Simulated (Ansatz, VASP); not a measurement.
**One calculation of Si, two programs**

Contents of POSCAR:

```
Si
1.0
    2.6682990163      0.0000000000      0.0000000000
   -1.3341495081      2.3108147330      0.0000000000
    0.0000000000      0.0000000000      4.4418837316
Si
2
Direct
    0.3333333333      0.6666666667      0.2500000000
    0.6666666667      0.3333333333      0.7500000000
```

The input INCAR.step1:

```
SYSTEM = Si
PREC = Accurate ; ENCUT = 600
ISMEAR = 0 ; SIGMA = 0.1
LREAL = .FALSE. ; LASPH = .TRUE.
NELM = 80 ; GGA = PE
ALGO = Normal ; EDIFF = 1E-4
LWAVE = .TRUE. ; LCHARG = .FALSE.
```

The input INCAR.step2:

```
SYSTEM = Si
PREC = Accurate ; ENCUT = 600
EDIFF = 1E-7 ; ISMEAR = 0
SIGMA = 0.1 ; LREAL = .FALSE.
LASPH = .TRUE. ; NELM = 80
ALGO = Normal ; ISIF = 3
LWAVE = .FALSE. ; LCHARG = .FALSE.
METAGGA = R2SCAN ; LMIXTAU = .TRUE.
IBRION = 2 ; NSW = 100
EDIFFG = -0.01 ; ISTART = 1
```

File KPOINTS:

```
Automatic mesh
0
G
  24 24 12
  0 0 0
```

Input for Ansatz:

```yaml
crystal:
  lattice:
    - [2.6682990163, 0.0, 0.0]
    - [-1.3341495081, 2.310814733, 0.0]
    - [0.0, 0.0, 4.4418837316]
  atoms:
    - { symbol: Si, position: [0.3333333333, 0.6666666667, 0.25] }
    - { symbol: Si, position: [0.6666666667, 0.3333333333, 0.75] }
basis:
  ecutwfc: 500
kpoints:
  mp_grid: { grid: [24, 24, 12] }
hamiltonian:
  xc: r2scan
scf:
  occupations: { method: gaussian, width: 0.1 }
output:
  forces: true
  stress: true
  eigenvalues: true
relax:
  adjacent_minimum: "off"
  f_tol: 0.01
  max_steps: 80
  cell: { stress_tol: 0.05 }
```

Alike in both runs: task relaxation of cell and atoms; functional r2SCAN; k mesh 24 × 24 × 12; occupations gaussian, width 0.1 eV; no spin polarisation.

|  | VASP | Ansatz |
| --- | --- | --- |
| version | VASP 6.6.1 | Ansatz 0.2.0 |
| potentials or method | VASP PAW PBE potentials, release 64 (Si), cutoff 600 eV | scalar-relativistic, plane waves, PAW |
| valence electrons in the cell | 8 | 8 |

|  | VASP | Ansatz | Ansatz less VASP |
| --- | --- | --- | --- |
| gap on the k mesh at the Fermi level, each at its own relaxed structure (eV) | none | none | - |
| relaxed volume (Å³/atom) | 13.73 | 13.72 | -0.018 |
| relaxed length of the cell vector where the two differ most in proportion (Å) | 2.644 | 2.643 | -0.0011 |

VASP's potentials were made for PBE, not for r2SCAN. A gap of «none» marks a metal or a gap that the smearing closes.
